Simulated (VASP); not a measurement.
Wanted: the native input for a VASP 6.6.1 run.

| Property | Result |
| --- | --- |
| Task | single point |
| Functional | LDA |
| Potentials or basis | VASP PAW LDA potentials, release 64 (Al, N) |
| Cutoff | 600 eV |
| k mesh | 10 × 10 × 10 |
| Occupations | gaussian, width 0.02 eV |
| Spin | no spin polarisation |
| Dipole correction | no |
| Further INCAR settings | ALGO = Normal; EDIFF = 1e-06; NBANDS = 11 |

The structure of AlN lies in POSCAR:

```
AlN
1.0
    0.0000000000      2.1711439613      2.1711439613
    2.1711439613      0.0000000000      2.1711439613
    2.1711439613      2.1711439613      0.0000000000
Al N
1 1
Direct
    0.0000000000      0.0000000000      0.0000000000
    0.2500000000      0.2500000000      0.2500000000
```

These files were run (other wordings do the same):

INCAR

```
SYSTEM = AlN
  ALGO = Normal
  EDIFF = 1E-6
  ENCUT = 600
  GGA_COMPAT = .FALSE.
  ISIF = 2
  ISMEAR = 0
  LASPH = .TRUE.
  LCHARG = .TRUE.
  LELF = .TRUE.
  LREAL = .FALSE.
  LVHAR = .TRUE.
  LWAVE = .FALSE.
  NBANDS = 11
  NELM = 120
  PREC = Accurate
  SIGMA = 0.02
```

KPOINTS

```
k-points
0
G
  10 10 10
  0 0 0
```

Potentials or basis: VASP PAW LDA potentials, release 64 (Al, N).

Command:

```console
$ cat potpaw_LDA.64/Al/POTCAR potpaw_LDA.64/N/POTCAR > POTCAR
$ mpirun -np 1 vasp_std > vasp.out
```

Results of the run:

The pressure is 0.5 GPa and the band gap on the k mesh is 3.23 eV (least direct gap 4.39 eV).

Wall time 9 s on 1 thread of Intel(R) Xeon(R) 6975P-C (Granite Rapids) (shared host), peak memory 0.13 GiB.
